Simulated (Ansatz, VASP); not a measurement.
**Al3Cu in VASP and in Ansatz**

The input INCAR:

```
SYSTEM = Al3Cu
PREC = Accurate
ENCUT = 520
EDIFF = 1E-7
ISMEAR = 0
SIGMA = 0.15
LREAL = .FALSE.
LASPH = .TRUE.
NELM = 100
ALGO = Fast
ISIF = 2
LWAVE = .FALSE.
LCHARG = .FALSE.
GGA = PS
NBANDS = 18
```

KPOINTS

```
Automatic mesh
0
G
  14 14 14
  0 0 0
```

The input POSCAR:

```
Al3Cu
1.0
    3.9035786739     -0.2054515092     -0.2054515092
   -0.2054515092      3.9035786739     -0.2054515092
   -0.2054515092     -0.2054515092      3.9035786739
Al Cu
3 1
Direct
    0.0000000000      0.5000000000      0.5000000000
    0.5000000000      0.0000000000      0.5000000000
    0.5000000000      0.5000000000      0.0000000000
    0.0000000000      0.0000000000      0.0000000000
```

Input for Ansatz:

```yaml
crystal:
  lattice:
    - [3.9035786739, -0.2054515092, -0.2054515092]
    - [-0.2054515092, 3.9035786739, -0.2054515092]
    - [-0.2054515092, -0.2054515092, 3.9035786739]
  atoms:
    - { symbol: Al, position: [0.0, 0.5, 0.5] }
    - { symbol: Al, position: [0.5, 0.0, 0.5] }
    - { symbol: Al, position: [0.5, 0.5, 0.0] }
    - { symbol: Cu, position: [0.0, 0.0, 0.0] }
basis:
  ecutwfc: 420
kpoints:
  mp_grid: { grid: [14, 14, 14] }
hamiltonian:
  xc: pbesol
scf:
  occupations: { method: gaussian, width: 0.15 }
output:
  forces: true
  stress: true
  eigenvalues: true
```

Alike in both runs: task single point; functional PBEsol; k mesh 14 × 14 × 14; occupations gaussian, width 0.15 eV; no spin polarisation.

|  | VASP | Ansatz |
| --- | --- | --- |
| version | VASP 6.6.1 | Ansatz 0.2.0 |
| potentials or method | VASP PAW PBE potentials, release 64 (Al, Cu), cutoff 520 eV | scalar-relativistic, plane waves, PAW |
| valence electrons in the cell | 20 | 28 |

```csv
,VASP,Ansatz,Ansatz less VASP
gap on the k mesh at the Fermi level (eV),none,none,-
pressure (GPa),2.6,2.5,-0.15
"traceless stress, the component that is largest in VASP (GPa)",2.83,2.77,-0.056
```

VASP's potentials were made for PBE, not for PBEsol. A gap of «none» marks a metal or a gap that the smearing closes. VASP's potentials hold 20 valence electrons a cell and Ansatz's 28, so a difference there can come from the potentials and not from the codes.
